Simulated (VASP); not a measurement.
# PbSe (Cmcm) in VASP: single point with PBE+D3(BJ)

Aim: the single point of PbSe with PBE+D3(BJ).

Everything below comes from runs of VASP 6.6.1. Logs are shortened: lines on timing, memory, paths and dates and some standing lists are left out, and cuts for length are marked.

### 1 The cell of the first run

It takes space group Cmcm (No. 63, orthorhombic). Conventional cell: a = 4.251 Å, b = 11.877 Å, c = 4.448 Å, α = 90.00°, β = 90.00°, γ = 90.00°. Within 3.7 Å of Pb (site symmetry m2m) lie 5 Se at 2.84 to 3.08 Å. Within 3.7 Å of Se (site symmetry m2m) lie 5 Pb at 2.84 to 3.08 Å.

### 2 Single point, PBE+D3(BJ)

INCAR reads:

```
SYSTEM = PbSe
  PREC = Accurate
  ENCUT = 520
  EDIFF = 1E-6
  ISMEAR = 0
  SIGMA = 0.02
  LREAL = .FALSE.
  LASPH = .TRUE.
  NELM = 60
  ALGO = Normal
  ISIF = 2
  LWAVE = .FALSE.
  LCHARG = .FALSE.
  GGA = PE
  IVDW = 12
  NBANDS = 28
```

KPOINTS reads:

```
regular mesh
0
G
  8 8 6
  0 0 0
```

POSCAR reads:

```
PbSe
1.0
    2.1252500936     -5.9385679538      0.0000000000
    2.1252500936      5.9385679538      0.0000000000
    0.0000000000      0.0000000000      4.4476539702
Pb Se
2 2
Direct
    0.6277857640      0.3722142360      0.7500000000
    0.3722142360      0.6277857640      0.2500000000
    0.8665215728      0.1334784272      0.7500000000
    0.1334784272      0.8665215728      0.2500000000
```

Potentials or basis: VASP PAW PBE potentials, release 64 (Pb_d, Se).

Started as:

```sh
$ cat potpaw_PBE.64/Pb_d/POTCAR potpaw_PBE.64/Se/POTCAR > POTCAR
$ mpirun -np 1 vasp_std > vasp.out
```

OUTCAR:

```text
SYSTEM = PbSe
   PREC = Accurate
   ENCUT = 520
   EDIFF = 1E-6
   ISMEAR = 0
   LREAL = .FALSE.
   LASPH = .TRUE.
   NELM = 60
   ISIF = 2
   GGA = PE
   IVDW = 12
 IVDW          = 12

 ion  position               nearest neighbor table
   1  0.628  0.372  0.750-   3 2.84   4 3.08   4 3.08   4 3.08   4 3.08   2 3.76   2 3.76
   2  0.372  0.628  0.250-   4 2.84   3 3.08   3 3.08   3 3.08   3 3.08   1 3.76   1 3.76
   3  0.867  0.133  0.750-   1 2.84   2 3.08   2 3.08   2 3.08   2 3.08
   4  0.133  0.867  0.250-   2 2.84   1 3.08   1 3.08   1 3.08   1 3.08

  LATTYP: Found a base centered orthorhombic cell.
 ALAT       =     4.2505001872
 B/A-ratio  =     2.7942913503
 C/A-ratio  =     1.0463836665

  Lattice vectors:

 A1 = (   2.1252500936,  -5.9385679538,   0.0000000000)
 A2 = (   2.1252500936,   5.9385679538,   0.0000000000)
 A3 = (   0.0000000000,   0.0000000000,   4.4476539702)

Analysis of symmetry for initial positions (statically):
=====================================================================
 Subroutine PRICEL returns:
 Original cell was already a primitive cell.

 Routine SETGRP: Setting up the symmetry group for a
 base centered orthorhombic supercell.

 Subroutine GETGRP returns: Found  8 space group operations
 (whereof  4 operations were pure point group operations)
 out of a pool of  8 trial point group operations.

The static configuration has the point symmetry C_2h.
 The point group associated with its full space group is D_2h.

Analysis of symmetry for dynamics (positions and initial velocities):
=====================================================================
 Subroutine PRICEL returns:
 Original cell was already a primitive cell.

 Routine SETGRP: Setting up the symmetry group for a
 base centered orthorhombic supercell.

 Subroutine GETGRP returns: Found  8 space group operations
 (whereof  4 operations were pure point group operations)
 out of a pool of  8 trial point group operations.

The dynamic configuration has the point symmetry C_2h.
 The point group associated with its full space group is D_2h.

 Subroutine INISYM returns: Found  8 space group operations
 (whereof  4 operations are pure point group operations),
 and found     1 'primitive' translations

----------------------------------------------------------------------------------------

                                     Primitive cell
[... 93 lines left out ...]
   ENCUT  =  520.0 eV  38.22 Ry    6.18 a.u.  11.73 11.73  8.27*2*pi/ulx,y,z
   NELM   =     60;   NELMIN=  2; NELMDL= -5     # of ELM steps
   EDIFF  = 0.1E-05   stopping-criterion for ELM
   LREAL  =      F    real-space projection
   EDIFFG = 0.1E-04   stopping-criterion for IOM
   NSW    =      0    number of steps for IOM
   IBRION =     -1    ionic relax: 0-MD 1-quasi-New 2-CG
   NFREE  =      0    steps in history (QN), initial steepest desc. (CG)
   ISIF   =      2    stress and relaxation
   ISYM   =      2    0-nonsym 1-usesym 2-fastsym
   POTIM  = 0.5000    time-step for ionic-motion
   TEBEG  =    0.0;   TEEND  =   0.0 temperature during run
   PSTRESS=    0.0 pullay stress
   NELECT =      40.0000    total number of electrons
   NUPDOWN=      -1.0000    fix difference up-down
   EMIN   =  10.00;   EMAX   =-10.00  energy-range for DOS
   EFERMI =   0.00;   METHOD = LEGACY
   ISMEAR =     0;   SIGMA  =   0.02  broadening in eV -4-tet -1-fermi 0-gaus
   EFERMI_NEDOS =   21; number of points for ismear=-14 and -15
   IALGO  =     38    algorithm
   IMIX   =      4    mixing-type and parameters
     AMIX     =   0.40;   BMIX     =  1.00
     AMIX_MAG =   1.60;   BMIX_MAG =  1.00
  volume/ion in A,a.u.               =      28.07       189.40
  Fermi-wavevector in a.u.,A,eV,Ry     =   1.160586  2.193189 18.326494  1.346959
  Thomas-Fermi vector in A             =   2.297167
   LORBIT       =      0    0 simple, 1 ext, 2 COOP (PROOUT), +10 PAW based schemes
   GGA     = PE    functional components
   LHFCALC =     F    Hartree Fock is set to
   AEXX    =    0.0000 exact exchange contribution
   IVDW    =    12    specifies the selected vdW correction
   LEPSILON=     F    determine dielectric tensor
   LRPA    =     F    only Hartree local field effects (RPA)
 non-spin polarized calculation
 Gauss-broadening in eV      SIGMA  =   0.02
  energy-cutoff  :      520.00
  volume of cell :      112.27
 maximum number of plane-waves:      3044
   NGX = 23   NGY = 23   NGZ = 17

 number of electron      39.9999999 magnetization

 Free energy of the ion-electron system (eV)
  ---------------------------------------------------
  ext. energy  EPLUGINS =         0.00000000
  ---------------------------------------------------
  free energy    TOTEN  =       -16.14995946 eV

  energy without entropy =      -16.14995946  energy(sigma->0) =      -16.14995946

 E-fermi :   4.9453     XC(G=0):  -9.6723

 val. band max:        4.7893599081   @ k =   0.0000   0.0000   0.5000
 cond. band min:       5.7743562207   @ k =   0.3750   0.3750   0.0000
 fundamental gap:      0.9849963126
 Fermi energy:         4.9452531078

 k-point     1 :       0.0000    0.0000    0.0000
  band No.  band energies     occupation
      1     -11.7722      2.00000
      2     -11.6907      2.00000
      3     -11.6875      2.00000
      4     -11.6697      2.00000
      5     -11.6455      2.00000
      6     -11.6428      2.00000
[... 733 lines left out ...]
     27      11.9507      0.00000
     28      12.3928      0.00000

 [... further k-points ...]

------------------------ aborting loop because EDIFF is reached ----------------------------------------

 Edisp (eV)   -1.50964

 E8    (eV) :    -0.7048

  FORCE on cell =-STRESS in cart. coord.  units (eV):
  Direction    XX          YY          ZZ          XY          YZ          ZX
  --------------------------------------------------------------------------------------
  -------------------------------------------------------------------------------------
  Total       0.00528     0.03341     0.00855     0.00000     0.00000     0.00000
  in kB       0.07535     0.47683     0.12197     0.00000     0.00000     0.00000
  external pressure =        0.22 kB  Pullay stress =        0.00 kB

 VOLUME and BASIS-vectors are now :
 -----------------------------------------------------------------------------
  energy-cutoff  :      520.00
  volume of cell :      112.27
      direct lattice vectors                 reciprocal lattice vectors
     2.125250094 -5.938567954  0.000000000     0.235266429 -0.084195382  0.000000000
     2.125250094  5.938567954  0.000000000     0.235266429  0.084195382  0.000000000
     0.000000000  0.000000000  4.447653970     0.000000000  0.000000000  0.224837635

 POSITION                                       TOTAL-FORCE (eV/Angst)
 -----------------------------------------------------------------------------------
      2.12525     -1.51773      3.33574         0.000000      0.010637      0.000000
      2.12525      1.51773      1.11191         0.000000     -0.010637      0.000000
      2.12525     -4.35323      3.33574         0.000000     -0.010431      0.000000
      2.12525      4.35323      1.11191         0.000000      0.010431     -0.000000
 -----------------------------------------------------------------------------------
    total drift:                                0.000000     -0.000000     -0.000000

  FREE ENERGIE OF THE ION-ELECTRON SYSTEM (eV)
  ---------------------------------------------------
  free  energy   TOTEN  =       -17.6596026855 eV

  energy  without entropy=      -17.6596026855  energy(sigma->0) =      -17.65960269
```

OSZICAR:

```text
N       E                     dE             d eps       ncg     rms          rms(c)
DAV:   1     0.411542608022E+03    0.41154E+03   -0.18832E+04  4704   0.151E+03
DAV:   2     0.273810576218E+02   -0.38416E+03   -0.37324E+03  4768   0.398E+02
DAV:   3    -0.148952013529E+02   -0.42276E+02   -0.41165E+02  6064   0.149E+02
DAV:   4    -0.166993350599E+02   -0.18041E+01   -0.17983E+01  5592   0.322E+01
DAV:   5    -0.167590857424E+02   -0.59751E-01   -0.59746E-01  6060   0.635E+00    0.400E+00
DAV:   6    -0.161534619839E+02    0.60562E+00   -0.13302E+00  6552   0.749E+00    0.222E+00
DAV:   7    -0.161472614865E+02    0.62005E-02   -0.32380E-01  5744   0.238E+00    0.128E+00
DAV:   8    -0.161525958506E+02   -0.53344E-02   -0.45104E-02  6040   0.185E+00    0.304E-01
DAV:   9    -0.161497710832E+02    0.28248E-02   -0.10492E-02  6572   0.886E-01    0.712E-02
DAV:  10    -0.161499403195E+02   -0.16924E-03   -0.97012E-04  5284   0.144E-01    0.311E-02
DAV:  11    -0.161499592369E+02   -0.18917E-04   -0.81896E-05  6684   0.645E-02    0.850E-03
DAV:  12    -0.161499594607E+02   -0.22387E-06   -0.83917E-06  4916   0.182E-02
   1 F= -.17659603E+02 E0= -.17659603E+02  d E =-.241459E-30
```

stdout:

```text
POSCAR found type information on POSCAR PbSe
 POSCAR found :  2 types and       4 ions
 scaLAPACK will be used
 LDA part: xc-table for (Slater+PW92), standard interpolation
 POSCAR, INCAR and KPOINTS ok, starting setup
 FFT: planning ... GRIDC
 FFT: planning ... GRID_SOFT
 FFT: planning ... GRID
 WAVECAR not read
 entering main loop
```

Wall time 14 min (1 thread of AMD EPYC 7R13, shared host); peak memory 0.4 GiB.

Results:

* Free energy: -17.6596 eV
* Pressure: 0.0 GPa
* Largest force: 0.011 eV/Å
* Band gap on the k mesh: 0.98 eV, indirect (least direct gap 1.13 eV)
* Dispersion energy per atom: -0.377 eV

Forces on the atoms (eV/Å):
```
Pb   0.000  0.011  0.000
Pb   0.000 -0.011  0.000
Se   0.000 -0.010  0.000
Se   0.000  0.010  0.000
```

Caveat: spin-orbit coupling is left out, which moves the levels of the heavy elements. A k mesh can miss the band edges.
